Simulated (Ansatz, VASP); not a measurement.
# HfTi2S4: VASP beside Ansatz

```
Hf Ti S
1.0
     3.37595    0.00000    0.00000
    -1.68798    2.92366    0.00000
     0.00000    0.00000   12.79637
Hf Ti S
1 2 4
Direct
  0.00000 0.00000 0.00000
  0.00000 0.00000 0.73674
  0.00000 0.00000 0.26326
  0.66667 0.33333 0.86593
  0.33333 0.66667 0.13407
  0.66667 0.33333 0.37084
  0.33333 0.66667 0.62916
```

Alike in both runs: functional PBE; k mesh 4 × 4 × 1; occupations gaussian, width 0.15 eV; collinear spin.

Ansatz relaxed the structure, and its values are those at the end. VASP's run is a single point on that final structure, the one shown.

|  | VASP | Ansatz |
| --- | --- | --- |
| version | VASP 6.6.1 | Ansatz 0.2.0 |
| potentials or method | VASP PAW PBE potentials, release 64 (Hf_pv, Ti_sv, S), cutoff 520 eV | scalar-relativistic, plane waves, PAW |
| valence electrons in the cell | 58 | 74 |

Ansatz gave:

| Property | Result |
| --- | --- |
| gap on the k mesh at the Fermi level (eV) | none |
| pressure (GPa) | 0.5 |
| rms of the force components (eV/Å) | 0.018 |
| net moment per atom (μB) | 0.00 |

Which values does VASP return?

gap on the k mesh at the Fermi level (eV): none; pressure (GPa): 0.3; rms of the force components (eV/Å): 0.025; net moment per atom (μB): 0.00.

A gap of «none» marks a metal or a gap that the smearing closes. With one functional, cell and mesh, what is left measures potentials, basis and numerics. VASP's potentials hold 58 valence electrons a cell and Ansatz's 74, so a difference there can come from the potentials and not from the codes. Ansatz's warnings: seeded moment not kept.

The k mesh is coarse, so the values compare programs but aren't converged. Spin-orbit coupling is off throughout.
